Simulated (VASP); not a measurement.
Runs of VASP 6.6.1 on Sr. The structure is that of space group Fd-3m (No. 227), or close to it. The cells are those of the table. This isn't the form of Sr at room conditions, which is fcc.

| cell | k mesh | gap on the mesh (eV) | pressure (GPa) |
| --- | --- | --- | --- |
| a = 7.106 Å, angles 60.0°, 2 atoms | 7 × 7 × 7 | none | -0.2 |
| a = 7.193 Å, angles 60.0°, 2 atoms | 7 × 7 × 7 | none | -0.2 |
| a = 6.637 Å, angles 60.0°, 2 atoms | 7 × 7 × 7 | none | 0.4 |
| a = 6.737 Å, angles 60.0°, 2 atoms | 7 × 7 × 7 | none | (a) |
| a = 6.926 Å, angles 60.0°, 2 atoms | 9 × 9 × 9 | none | 0.0 |
| a = 7.018 Å, angles 60.0°, 2 atoms | 7 × 7 × 7 | none | -0.1 |
| a = 6.833 Å, angles 60.0°, 2 atoms | 7 × 7 × 7 | none | 0.1 |
| a = 6.926 Å, angles 60.0°, 2 atoms | 7 × 7 × 7 | none | 0.0 |

Alike in all rows: task single point; level revPBE; potentials or basis VASP PAW PBE potentials, release 64 (Sr_sv); no spin polarisation; cutoff (eV) 520; smearing fermi-dirac 0.1 eV.

**Question.** Fill in the values left out.

**Answer.** (a) 0.2.

Caveats: the PAW data sets were made with another functional, which shifts forces and pressure a little.

A k mesh can miss the band edges, and the runs leave out spin-orbit coupling on Sr.

A gap of «none» marks levels without a gap at the run's occupations.
